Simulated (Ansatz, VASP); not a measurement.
# One calculation of SnO, two programs

File INCAR:

```
SYSTEM = SnO
ALGO = Normal
EDIFF = 1E-8
ENCUT = 520
GGA = PS
ISIF = 2
ISMEAR = -1
LASPH = .TRUE.
LCHARG = .FALSE.
LEFG = .TRUE.
LREAL = .FALSE.
LWAVE = .FALSE.
NBANDS = 28
NELM = 60
PREC = Accurate
SIGMA = 0.01
```

File KPOINTS:

```
k-points
0
G
  8 8 6
  0 0 0
```

POSCAR

```
SnO
1.0
    3.8780400000      0.0000000000      0.0000000000
    0.0000000000      3.8780400000      0.0000000000
    0.0000000000      0.0000000000      4.8360000000
Sn O
2 2
Direct
    0.0000000000      0.5000000000      0.2385000000
    0.5000000000      0.0000000000      0.7615000000
    0.0000000000      0.0000000000      0.0000000000
    0.5000000000      0.5000000000      0.0000000000
```

Input for Ansatz:

```yaml
crystal:
  lattice:
    - [3.87804, 0.0, 0.0]
    - [0.0, 3.87804, 0.0]
    - [0.0, 0.0, 4.836]
  atoms:
    - { symbol: Sn, position: [0.0, 0.5, 0.2385] }
    - { symbol: Sn, position: [0.5, 0.0, 0.7615] }
    - { symbol: O, position: [0.0, 0.0, 0.0] }
    - { symbol: O, position: [0.5, 0.5, 0.0] }
kpoints:
  mp_grid: { grid: [8, 8, 6] }
scf:
  occupations: { method: fermi_dirac, width: 0.01 }
hamiltonian:
  xc: pbesol
  pseudopotentials: { kind: all_electron, datasets: crystal }
output:
  forces: true
  stress: true
  eigenvalues: true
  efg: { contact_densities: true }
```

Change from the starting cell: equal xx and yy strain of +2 %, crystal datasets.

Alike in both runs: task electric field gradients; functional PBEsol; k mesh 8 × 8 × 6; occupations fermi-dirac, width 0.01 eV; no spin polarisation.

```csv
,VASP,Ansatz
version,VASP 6.6.1,Ansatz 0.2.0
potentials or method,"VASP PAW PBE potentials, release 64 (Sn_d, O), cutoff 520 eV","all-electron PAW with datasets made for the crystal, scalar-relativistic"
```

|  | VASP | Ansatz | Ansatz less VASP |
| --- | --- | --- | --- |
| pressure (GPa) | -3.6 | -3.8 | -0.22 |
| traceless stress, the component that is largest in VASP (GPa) | 1.19 | 1.19 | -0.004 |
| rms of the force components (eV/Å) | 0.119 | 0.151 | +0.0323 |
| size of Vzz on the site where it differs most (V/Å²) | 149.7 | 155.4 | +5.75 |

VASP's potentials were made for PBE, not for PBEsol. Atom by atom the forces differ by 0.032 eV/Å (rms over components). Ansatz ran all-electron here, and VASP with PAW potentials.
